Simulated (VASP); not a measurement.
The system is Y.

```
Y
1.0
     0.00000    2.55199    2.55199
     2.55199    0.00000    2.55199
     2.55199    2.55199    0.00000
Y
1
Cartesian
  0.0000 0.0000 0.0000
```

| Property | Result |
| --- | --- |
| Program | VASP 6.6.1 |
| Task | relaxation of cell and atoms |
| Functional | PBE |
| Dispersion | D4 |
| Potentials or basis | VASP PAW PBE potentials, release 64 (Y_sv) |
| Cutoff | 600 eV |
| k mesh | 9 × 9 × 9 |
| Occupations | fermi-dirac, width 0.05 eV |
| Spin | no spin polarisation |

At the start: pressure -2.1 GPa; volume 33.24 Å³/atom.

Question: How do energy, volume and symmetry change on relaxing?

Answer: Over 3 steps the energy falls by 11.9 meV/atom and the volume is 31.44 Å³/atom (-5.4 %); space group Fm-3m (No. 225, to 0.05 Å).

The path:
| step | energy change (eV) | largest force (eV/Å) | pressure (GPa) | volume (Å³) |
| --- | --- | --- | --- | --- |
| 1 | 0.0000 | 0.0000 | -2.05 | 33.24 |
| 2 | -0.0118 | 0.0000 | 0.27 | 31.23 |
| 3 | -0.0119 | 0.0000 | 0.00 | 31.44 |

Final structure:
```xyz
1
Lattice="0.0000 2.5051 2.5051 2.5051 0.0000 2.5051 2.5051 2.5051 0.0000" Properties=species:S:1:pos:R:3 pbc="T T T"
Y     0.0000    0.0000    0.0000
```

Caveat: pairwise dispersion overbinds metals, which lowers pressure and volume.
